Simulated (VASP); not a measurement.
Here is a VASP 6.6.1 calculation.

The input INCAR:

```
SYSTEM = Sn3Se2S
  PREC = Accurate
  ENCUT = 500
  EDIFF = 1E-6
  ISMEAR = 0
  SIGMA = 0.1
  LREAL = .FALSE.
  LASPH = .TRUE.
  NELM = 120
  ALGO = Normal
  ISIF = 2
  LWAVE = .FALSE.
  LCHARG = .TRUE.
  GGA = PE
  LELF = .TRUE.
  LVHAR = .TRUE.
  NBANDS = 72
  GGA_COMPAT = .FALSE.
```

Contents of KPOINTS:

```
regular mesh
0
G
  2 2 4
  0 0 0
```

POSCAR

```
Sn3Se2S
1.0
    6.4052765000     -6.0233631700      0.0000000000
    6.4052765000      6.0233631700      0.0000000000
    0.0000000000      0.0000000000      4.2594624100
Sn Se S
6 4 2
Direct
    0.7953816500      0.5379516900      0.2500000000
    0.4620483100      0.2046183500      0.2500000000
    0.1287149800      0.8712850200      0.2500000000
    0.5379516900      0.7953816500      0.7500000000
    0.2046183500      0.4620483100      0.7500000000
    0.8712850200      0.1287149800      0.7500000000
    0.0199347100      0.3133986200      0.2500000000
    0.6866013800      0.9800652900      0.2500000000
    0.3133986200      0.0199347100      0.7500000000
    0.9800652900      0.6866013800      0.7500000000
    0.3532680400      0.6467319600      0.2500000000
    0.6467319600      0.3532680400      0.7500000000
```

Potentials or basis: VASP PAW PBE potentials, release 64 (Sn_d, Se, S).

Run with:

```console
$ cat potpaw_PBE.64/Sn_d/POTCAR potpaw_PBE.64/Se/POTCAR potpaw_PBE.64/S/POTCAR > POTCAR
$ mpirun -np 1 vasp_std > vasp.out
```

Problem. Predict the pressure.

Solution. -0.7 GPa.

Problem. Estimate the largest force.

Solution. 0.603 eV/Å.

Problem. Predict the band gap on the k mesh.

Solution. 0.63 eV.

Stress tensor (GPa, compression positive):
```
-0.94  0.00  0.00
 0.00 -0.42  0.00
 0.00  0.00 -0.64
```

Caveat: semilocal functionals underestimate gaps, and a narrow one can read as zero; spin-orbit coupling is left out, which moves the levels of the heavy elements. A k mesh can miss the band edges.
